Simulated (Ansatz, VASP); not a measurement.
# One calculation of Sn3As, two programs

Contents of INCAR:

```
SYSTEM = Sn3As
ALGO = Fast
EDIFF = 1E-7
EDIFFG = -0.01
ENCUT = 600
GGA = PE
IBRION = 2
ISIF = 3
ISMEAR = 0
LASPH = .TRUE.
LCHARG = .FALSE.
LREAL = .FALSE.
LWAVE = .FALSE.
NELM = 80
NSW = 100
PREC = Accurate
SIGMA = 0.1
```

Contents of KPOINTS:

```
k-points
0
G
  10 10 10
  0 0 0
```

Contents of POSCAR:

```
Sn3As
1.0
    4.6738402335      0.0000000000      0.0000000000
    0.0000000000      4.6738402335      0.0000000000
    0.0000000000      0.0000000000      4.6738402335
Sn As
3 1
Direct
    0.0000000000      0.5000000000      0.5000000000
    0.5000000000      0.0000000000      0.5000000000
    0.5000000000      0.5000000000      0.0000000000
    0.0000000000      0.0000000000      0.0000000000
```

Input for Ansatz:

```yaml
crystal:
  lattice:
    - [4.6738402335, 0.0, 0.0]
    - [0.0, 4.6738402335, 0.0]
    - [0.0, 0.0, 4.6738402335]
  atoms:
    - { symbol: Sn, position: [0.0, 0.5, 0.5] }
    - { symbol: Sn, position: [0.5, 0.0, 0.5] }
    - { symbol: Sn, position: [0.5, 0.5, 0.0] }
    - { symbol: As, position: [0.0, 0.0, 0.0] }
basis:
  ecutwfc: 420
kpoints:
  mp_grid: { grid: [10, 10, 10] }
hamiltonian:
  xc: pbe
scf:
  occupations: { method: gaussian, width: 0.1 }
output:
  forces: true
  stress: true
  eigenvalues: true
relax:
  adjacent_minimum: "off"
  f_tol: 0.01
  max_steps: 80
  cell: { stress_tol: 0.05 }
```

Alike in both runs: task relaxation of cell and atoms; functional PBE; k mesh 10 × 10 × 10; occupations gaussian, width 0.1 eV; no spin polarisation.

|  | VASP | Ansatz |
| --- | --- | --- |
| version | VASP 6.6.1 | Ansatz 0.2.0 |
| potentials or method | VASP PAW PBE potentials, release 64 (Sn_d, As), cutoff 600 eV | scalar-relativistic, plane waves, PAW |
| valence electrons in the cell | 47 | 57 |

|  | VASP | Ansatz | Ansatz less VASP |
| --- | --- | --- | --- |
| gap on the k mesh at the Fermi level, each at its own relaxed structure (eV) | none | none | - |
| relaxed volume (Å³/atom) | 25.86 | 25.87 | +0.007 |
| relaxed cell length with the largest relative difference (Å) | 4.694 | 4.695 | +0.0004 |

A gap of «none» marks a metal or a gap that the smearing closes. VASP's potentials hold 47 valence electrons a cell and Ansatz's 57, so a difference there can come from the potentials and not from the codes.
